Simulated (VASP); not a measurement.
# SiC (P6_3mc) in VASP: settings compared

The runs below take SiC through single point, with PBE, PBEsol, r2SCAN.

Everything below comes from runs of VASP 6.6.1. Logs are shortened: lines on timing, memory, paths and dates and some standing lists are left out, and cuts for length are marked.

## Step 1: The cell of the first run

It takes space group P6_3mc (No. 186, hexagonal). Conventional cell: a = 3.095 Å, b = 3.095 Å, c = 15.186 Å, α = 90.00°, β = 90.00°, γ = 120.00°. Si (site symmetry 3m) has 4 C at 1.90 Å within 2.5 Å. Within 2.5 Å of Si (site symmetry 3m) lie 4 C at 1.89 to 1.90 Å. Within 2.5 Å of Si (site symmetry 3m) lie 4 C at 1.89 to 1.90 Å. C (site symmetry 3m) has 4 Si at 1.89 to 1.90 Å within 2.5 Å. C (site symmetry 3m) has 4 Si at 1.90 Å within 2.5 Å. C (site symmetry 3m) has 4 Si at 1.89 to 1.90 Å within 2.5 Å.

## Step 2: Single point, PBE

The input, INCAR:

```
SYSTEM = SiC
PREC = Accurate
ENCUT = 520
EDIFF = 1E-7
ISMEAR = 0
SIGMA = 0.02
LREAL = .FALSE.
LASPH = .TRUE.
NELM = 100
ALGO = Normal
ISIF = 2
LWAVE = .FALSE.
LCHARG = .FALSE.
GGA = PE
NBANDS = 36
```

The input, KPOINTS:

```
Automatic mesh
0
G
  12 12 2
  0 0 0
```

The input, POSCAR:

```
SiC
1.0
    3.0949980732      0.0000000000      0.0000000000
   -1.5474990366      2.6803469561      0.0000000000
    0.0000000000      0.0000000000     15.1864399598
Si C
6 6
Direct
    0.0000000000      0.0000000000      0.1250399221
    0.0000000000      0.0000000000      0.6250399221
    0.3333333333      0.6666666667      0.2918177992
    0.6666666667      0.3333333333      0.7918177992
    0.3333333333      0.6666666667      0.9583095063
    0.6666666667      0.3333333333      0.4583095063
    0.0000000000      0.0000000000     -0.0003123164
    0.0000000000      0.0000000000      0.4996876836
    0.3333333333      0.6666666667      0.1668296831
    0.6666666667      0.3333333333      0.6668296831
    0.3333333333      0.6666666667      0.8333154056
    0.6666666667      0.3333333333      0.3333154056
```

Potentials or basis: VASP PAW PBE potentials, release 64 (Si, C).

Started as:

```console
$ cat potpaw_PBE.64/Si/POTCAR potpaw_PBE.64/C/POTCAR > POTCAR
$ mpirun -np 1 vasp_std > vasp.out
```

OUTCAR:

```text
SYSTEM = SiC
   PREC = Accurate
   ENCUT = 520
   EDIFF = 1E-7
   ISMEAR = 0
   LREAL = .FALSE.
   LASPH = .TRUE.
   NELM = 100
   ISIF = 2
   GGA = PE

 ion  position               nearest neighbor table
   1  0.000  0.000  0.125-   9 1.90   9 1.90   9 1.90   7 1.90   5 3.10   5 3.10   5 3.10   3 3.10
                             3 3.10   3 3.10
   2  0.000  0.000  0.625-  10 1.90  10 1.90  10 1.90   8 1.90   6 3.10   6 3.10   6 3.10   4 3.10
                             4 3.10   4 3.10
   3  0.333  0.667  0.292-  12 1.89  12 1.89  12 1.89   9 1.90   6 3.10   6 3.10   6 3.10   1 3.10
                             1 3.10   1 3.10
   4  0.667  0.333  0.792-  11 1.89  11 1.89  11 1.89  10 1.90   5 3.10   5 3.10   5 3.10   2 3.10
                             2 3.10   2 3.10
   5  0.333  0.667  0.958-   7 1.89   7 1.89   7 1.89  11 1.90   4 3.10   4 3.10   4 3.10   1 3.10
                             1 3.10   1 3.10
   6  0.667  0.333  0.458-   8 1.89   8 1.89   8 1.89  12 1.90   3 3.10   3 3.10   3 3.10   2 3.10
                             2 3.10   2 3.10
   7  0.000  0.000  1.000-   5 1.89   5 1.89   5 1.89   1 1.90
   8  0.000  0.000  0.500-   6 1.89   6 1.89   6 1.89   2 1.90
   9  0.333  0.667  0.167-   1 1.90   1 1.90   1 1.90   3 1.90
  10  0.667  0.333  0.667-   2 1.90   2 1.90   2 1.90   4 1.90
  11  0.333  0.667  0.833-   4 1.89   4 1.89   4 1.89   5 1.90
  12  0.667  0.333  0.333-   3 1.89   3 1.89   3 1.89   6 1.90

  LATTYP: Found a hexagonal cell.
 ALAT       =     3.0949980732
 C/A-ratio  =     4.9067687929

  Lattice vectors:

 A1 = (   3.0949980732,   0.0000000000,   0.0000000000)
 A2 = (  -1.5474990366,   2.6803469561,   0.0000000000)
 A3 = (   0.0000000000,   0.0000000000,  15.1864399598)

Analysis of symmetry for initial positions (statically):
=====================================================================
 Subroutine PRICEL returns:
 Original cell was already a primitive cell.

 Routine SETGRP: Setting up the symmetry group for a
 hexagonal supercell.

 Subroutine GETGRP returns: Found 12 space group operations
 (whereof  6 operations were pure point group operations)
 out of a pool of 24 trial point group operations.

The static configuration has the point symmetry C_3v.
 The point group associated with its full space group is C_6v.

Analysis of symmetry for dynamics (positions and initial velocities):
=====================================================================
 Subroutine PRICEL returns:
 Original cell was already a primitive cell.

 Routine SETGRP: Setting up the symmetry group for a
 hexagonal supercell.

 Subroutine GETGRP returns: Found 12 space group operations
 (whereof  6 operations were pure point group operations)
 out of a pool of 24 trial point group operations.

The dynamic configuration has the point symmetry C_3v.
 The point group associated with its full space group is C_6v.

 Subroutine INISYM returns: Found 12 space group operations
 (whereof  6 operations are pure point group operations),
 and found     1 'primitive' translations

----------------------------------------------------------------------------------------

                                     Primitive cell

  volume of cell :     125.9817

  direct lattice vectors                    reciprocal lattice vectors
     3.094998073  0.000000000  0.000000000     0.323101978  0.186543014  0.000000000
    -1.547499037  2.680346956  0.000000000     0.000000000  0.373086028  0.000000000
     0.000000000  0.000000000 15.186439960     0.000000000  0.000000000  0.065848217

  length of vectors
     3.094998073  3.094998073 15.186439960     0.373086028  0.373086028  0.065848217

  position of ions in fractional coordinates (direct lattice)
     0.000000000  0.000000000  0.125039922
     0.000000000  0.000000000  0.625039922
     0.333333333  0.666666667  0.291817799
     0.666666667  0.333333333  0.791817799
     0.333333333  0.666666667  0.958309506
     0.666666667  0.333333333  0.458309506
     0.000000000  0.000000000  0.999687684
     0.000000000  0.000000000  0.499687684
     0.333333333  0.666666667  0.166829683
     0.666666667  0.333333333  0.666829683
     0.333333333  0.666666667  0.833315406
     0.666666667  0.333333333  0.333315406

  ion indices of the primitive-cell ions
   primitive index   ion index
                 1           1
                 2           2
                 3           3
                 4           4
                 5           5
                 6           6
                 7           7
                 8           8
                 9           9
                10          10
                11          11
                12          12

----------------------------------------------------------------------------------------

 KPOINTS: Automatic mesh

Automatic generation of k-mesh.
 Grid dimensions read from file:
 generate k-points for:   12   12    2

 Generating k-lattice:

  Cartesian coordinates                     Fractional coordinates (reciprocal lattice)
     0.026925165  0.015545251  0.000000000     0.083333333  0.000000000  0.000000000
     0.000000000  0.031090502  0.000000000     0.000000000  0.083333333  0.000000000
     0.000000000  0.000000000  0.032924109     0.000000000  0.000000000  0.500000000

  Length of vectors
     0.031090502  0.031090502  0.032924109

  Shift w.r.t. Gamma in fractional coordinates (k-lattice)
     0.000000000  0.000000000  0.000000000

 Subroutine IBZKPT returns following result:
 ===========================================

 Found     38 irreducible k-points:

 Following reciprocal coordinates:
            Coordinates               Weight
  0.000000  0.000000  0.000000      1.000000
  0.083333 -0.000000  0.000000      6.000000
  0.166667 -0.000000  0.000000      6.000000
  0.250000 -0.000000  0.000000      6.000000
  0.333333 -0.000000  0.000000      6.000000
  0.416667 -0.000000  0.000000      6.000000
[... 16 lines left out ...]
  0.250000 -0.000000  0.500000      6.000000
  0.333333 -0.000000  0.500000      6.000000
 [... further k-points ...]
   k-points           NKPTS =     38   k-points in BZ     NKDIM =     38   number of bands    NBANDS=     36
   number of dos      NEDOS =    301   number of ions     NIONS =     12
   total plane-waves  NPLWV =  69120
   dimension x,y,z NGX =    24 NGY =   24 NGZ =  120
   dimension x,y,z NGXF=    48 NGYF=   48 NGZF=  240
   ions per type =               6   6
   NGX,Y,Z   is equivalent  to a cutoff of  12.89, 12.89, 13.14 a.u.
   NGXF,Y,Z  is equivalent  to a cutoff of  25.78, 25.78, 26.27 a.u.
 SYSTEM =  SiC
   PREC   = accura    normal or accurate (medium, high low for compatibility)
   ISTART =      0    job   : 0-new  1-cont  2-samecut
   ICHARG =      2    charge: 1-file 2-atom 10-const
   ISPIN  =      1    spin polarized calculation?
   LNONCOLLINEAR =      F non collinear calculations
   LSORBIT =      F    spin-orbit coupling
   LASPH  =      T    aspherical Exc in radial PAW
   ENCUT  =  520.0 eV  38.22 Ry    6.18 a.u.   5.75  5.75 28.24*2*pi/ulx,y,z
   NELM   =    100;   NELMIN=  2; NELMDL= -5     # of ELM steps
   EDIFF  = 0.1E-06   stopping-criterion for ELM
   LREAL  =      F    real-space projection
   EDIFFG = 0.1E-05   stopping-criterion for IOM
   NSW    =      0    number of steps for IOM
   IBRION =     -1    ionic relax: 0-MD 1-quasi-New 2-CG
   NFREE  =      0    steps in history (QN), initial steepest desc. (CG)
   ISIF   =      2    stress and relaxation
   ISYM   =      2    0-nonsym 1-usesym 2-fastsym
   POTIM  = 0.5000    time-step for ionic-motion
   TEBEG  =    0.0;   TEEND  =   0.0 temperature during run
   PSTRESS=    0.0 pullay stress
   NELECT =      48.0000    total number of electrons
   NUPDOWN=      -1.0000    fix difference up-down
   EMIN   =  10.00;   EMAX   =-10.00  energy-range for DOS
   EFERMI =   0.00;   METHOD = LEGACY
   ISMEAR =     0;   SIGMA  =   0.02  broadening in eV -4-tet -1-fermi 0-gaus
   EFERMI_NEDOS =   21; number of points for ismear=-14 and -15
   IALGO  =     38    algorithm
   IMIX   =      4    mixing-type and parameters
     AMIX     =   0.40;   BMIX     =  1.00
     AMIX_MAG =   1.60;   BMIX_MAG =  1.00
  volume/ion in A,a.u.               =      10.50        70.85
  Fermi-wavevector in a.u.,A,eV,Ry     =   1.186823  2.242771 19.164485  1.408550
  Thomas-Fermi vector in A             =   2.322988
   LORBIT       =      0    0 simple, 1 ext, 2 COOP (PROOUT), +10 PAW based schemes
   GGA     = PE    functional components
   LHFCALC =     F    Hartree Fock is set to
   AEXX    =    0.0000 exact exchange contribution
   IVDW    =     0    specifies the selected vdW correction
   LEPSILON=     F    determine dielectric tensor
   LRPA    =     F    only Hartree local field effects (RPA)
 non-spin polarized calculation
 Gauss-broadening in eV      SIGMA  =   0.02
  energy-cutoff  :      520.00
  volume of cell :      125.98
 maximum number of plane-waves:      3444
 NGX is ok and might be reduce to    24
   NGX = 11   NGY = 11   NGZ = 57

 number of electron      48.0000002 magnetization

 Free energy of the ion-electron system (eV)
  ---------------------------------------------------
  ext. energy  EPLUGINS =         0.00000000
  ---------------------------------------------------
  free energy    TOTEN  =       -90.37376157 eV

  energy without entropy =      -90.37376157  energy(sigma->0) =      -90.37376157

 E-fermi :   8.1448     XC(G=0): -11.2907

 val. band max:        7.9888259573   @ k =   0.0000   0.0000   0.0000
 cond. band min:      10.0180819247   @ k =   0.5000  -0.0000   0.0000
 fundamental gap:      2.0292559674
 Fermi energy:         8.1447545530

 k-point     1 :       0.0000    0.0000    0.0000
  band No.  band energies     occupation
      1      -7.3523      2.00000
      2      -6.8368      2.00000
      3      -6.8018      2.00000
      4      -5.3268      2.00000
      5      -5.2984      2.00000
      6      -3.8402      2.00000
[... 28 lines left out ...]
     35      15.2449      0.00000
     36      15.3553      0.00000
[... 866 lines left out ...]
      6      -2.9087      2.00000
[... 28 lines left out ...]
     35      15.8188      0.00000
     36      15.8189      0.00000

 [... further k-points ...]
[... 5 lines left out ...]
  --------------------------------------------------------------------------------------
  -------------------------------------------------------------------------------------
  Total       -0.0399415     -0.0399415     -0.0336620      0.0000000      0.0000000      0.0000000
  in kB       -0.5079583     -0.5079583     -0.4280973      0.0000000      0.0000000      0.0000000
  external PRESSURE =      -0.4813380 kB  Pullay stress =       0.0000000 kB

 VOLUME and BASIS-vectors are now :
 -----------------------------------------------------------------------------
  energy-cutoff  :      520.00
  volume of cell :      125.98
      direct lattice vectors                 reciprocal lattice vectors
     3.094998073  0.000000000  0.000000000     0.323101978  0.186543014  0.000000000
    -1.547499037  2.680346956  0.000000000     0.000000000  0.373086028  0.000000000
     0.000000000  0.000000000 15.186439960     0.000000000  0.000000000  0.065848217

 POSITION                                       TOTAL-FORCE (eV/Angst)
 -----------------------------------------------------------------------------------
      0.00000      0.00000      1.89891         0.000000     -0.000000      0.001299
      0.00000      0.00000      9.49213        -0.000000      0.000000      0.001299
     -0.00000      1.78690      4.43167        -0.000000     -0.000000     -0.000457
      1.54750      0.89345     12.02489         0.000000      0.000000     -0.000457
     -0.00000      1.78690     14.55331        -0.000000     -0.000000     -0.000973
      1.54750      0.89345      6.96009         0.000000      0.000000     -0.000973
      0.00000      0.00000     15.18170        -0.000000      0.000000     -0.000170
      0.00000      0.00000      7.58848         0.000000      0.000000     -0.000170
     -0.00000      1.78690      2.53355         0.000000      0.000000      0.000356
      1.54750      0.89345     10.12677        -0.000000      0.000000      0.000356
     -0.00000      1.78690     12.65509        -0.000000      0.000000     -0.000055
      1.54750      0.89345      5.06187         0.000000     -0.000000     -0.000055
 -----------------------------------------------------------------------------------
    total drift:                                0.000000      0.000000     -0.000709

  FREE ENERGIE OF THE ION-ELECTRON SYSTEM (eV)
  ---------------------------------------------------
  free  energy   TOTEN  =       -90.3737615696 eV

  energy  without entropy=      -90.3737615696  energy(sigma->0) =      -90.37376157
```

Run time: 4.8 min. Hardware: 1 thread of Intel Xeon 8259CL, shared host; peak memory 0.31 GiB.

What came out:

- Free energy: -90.3738 eV
- Pressure: 0.0 GPa
- Band gap on the k mesh: 2.03 eV (least direct gap 3.12 eV)

Levels at points of the mesh, in eV from the valence-band top:
| k point | band 21 | band 22 | band 23 | band 24 | band 25 | band 26 | band 27 | band 28 |
| --- | --- | --- | --- | --- | --- | --- | --- | --- |
| (0.00, 0.00, 0.00) | -0.30 | -0.04 | 0.00 | 0.00 | 5.05 | 5.22 | 5.63 | 6.14 |
| (0.50, 0.00, 0.00) | -1.80 | -1.77 | -1.65 | -1.10 | 2.03 | 2.21 | 3.19 | 3.87 |
| (0.00, 0.00, 0.50) | -0.10 | -0.10 | -0.10 | -0.10 | 5.12 | 5.12 | 5.86 | 5.86 |
| (0.50, 0.00, 0.50) | -1.70 | -1.70 | -1.30 | -1.30 | 2.07 | 2.07 | 3.41 | 3.41 |

(Continued in part 2 of 2.)
